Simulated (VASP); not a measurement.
A run of VASP 6.6.1 is set up as follows.

The input INCAR:

```
PREC = Accurate
ENCUT = 600
EDIFF = 1E-6
ISMEAR = -1
SIGMA = 0.05
LREAL = False
LASPH = True
NELM = 80
ALGO = Normal
ISIF = 3
LWAVE = False
LCHARG = False
IBRION = 2
NSW = 80
EDIFFG = -0.03
```

The input KPOINTS:

```
regular mesh
0
Gamma
  6 6 6
```

Contents of POSCAR:

```
Tc
1.0
    3.8097481558      0.0000000000      0.0000000000
    0.0000000000      3.8097481558      0.0000000000
    0.0000000000      0.0000000000      3.8097481558
Tc
4
Direct
    0.0000000000      0.0000000000      0.0000000000
    0.0000000000      0.5000000000      0.5000000000
    0.5000000000      0.0000000000      0.5000000000
    0.5000000000      0.5000000000      0.0000000000
```

Potentials or basis: VASP PAW LDA potentials, release 64 (Tc_pv).

Run with:

```sh
$ cat potpaw_LDA.64/Tc_pv/POTCAR > POTCAR
$ mpirun -np 1 vasp_std > vasp.out
```

Q: What does it give for the band gap on the k mesh?

A: Zero (bands 26 and 27 overlap by 4.18 eV).

Final structure:
```cif
data_structure
_symmetry_space_group_name_H-M 'P 1'
_symmetry_Int_Tables_number 1
_cell_length_a 3.8097
_cell_length_b 3.8097
_cell_length_c 3.8097
_cell_angle_alpha 90.000
_cell_angle_beta 90.000
_cell_angle_gamma 90.000
_cell_volume 55.30
loop_
_atom_site_label
_atom_site_type_symbol
_atom_site_fract_x
_atom_site_fract_y
_atom_site_fract_z
_atom_site_occupancy
Tc1 Tc 0.00000 0.00000 0.00000 1
Tc2 Tc 0.00000 0.50000 0.50000 1
Tc3 Tc 0.50000 0.00000 0.50000 1
Tc4 Tc 0.50000 0.50000 0.00000 1
```

Caveat: the relaxation stopped at its first step, so nothing moved.
